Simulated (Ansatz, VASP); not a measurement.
# One calculation of SrO, two programs

The input INCAR:

```
ALGO = Normal
EDIFF = 1E-6
ENCUT = 520
GGA = PE
ISIF = 2
ISMEAR = 0
LASPH = T
LCHARG = F
LREAL = F
LWAVE = F
NBANDS = 15
NELM = 100
PREC = Accurate
SIGMA = 0.02
```

KPOINTS

```
k-points
0
Gamma
  8 8 8
```

File POSCAR:

```
SrO
1.0
    0.0000000000      2.5698000000      2.5698000000
    2.5698000000      0.0000000000      2.5698000000
    2.5698000000      2.5698000000      0.0000000000
Sr O
1 1
Direct
    0.0000000000      0.0000000000      0.0000000000
    0.5366760059      0.4927348432      0.5393104522
```

Input for Ansatz:

```yaml
crystal:
  lattice:
    - [0.0, 2.5698, 2.5698]
    - [2.5698, 0.0, 2.5698]
    - [2.5698, 2.5698, 0.0]
  atoms:
    - { symbol: Sr, position: [0.0, 0.0, 0.0] }
    - { symbol: O, position: [0.5366760059, 0.4927348432, 0.5393104522] }
basis:
  ecutwfc: 420
kpoints:
  mp_grid: { grid: [8, 8, 8] }
hamiltonian:
  xc: pbe
scf:
  occupations: { method: gaussian, width: 0.02 }
output:
  forces: true
  stress: true
  eigenvalues: true
```

Change from the starting cell: one atom moved.

Alike in both runs: task single point; functional PBE; k mesh 8 × 8 × 8; occupations gaussian, width 0.02 eV; no spin polarisation.

```csv
,VASP,Ansatz
version,VASP 6.6.1,Ansatz 0.2.0
potentials or method,"VASP PAW PBE potentials, release 64 (Sr_sv, O), cutoff 520 eV","scalar-relativistic, plane waves, PAW"
valence electrons in the cell,16,16
```

Ansatz gave:

- gap on the k mesh at the Fermi level (eV): 3.52
- least direct gap on the mesh (eV): 3.53
- pressure (GPa): 4.3
- traceless stress, the component that is largest in VASP (GPa): 2.37
- rms of the force components (eV/Å): 0.340

Which values does VASP return?

gap on the k mesh at the Fermi level (eV): 3.49; least direct gap on the mesh (eV): 3.49; pressure (GPa): 4.9; traceless stress, the component that is largest in VASP (GPa): 2.52; rms of the force components (eV/Å): 0.361.

Atom by atom the forces differ by 0.022 eV/Å (rms over components).
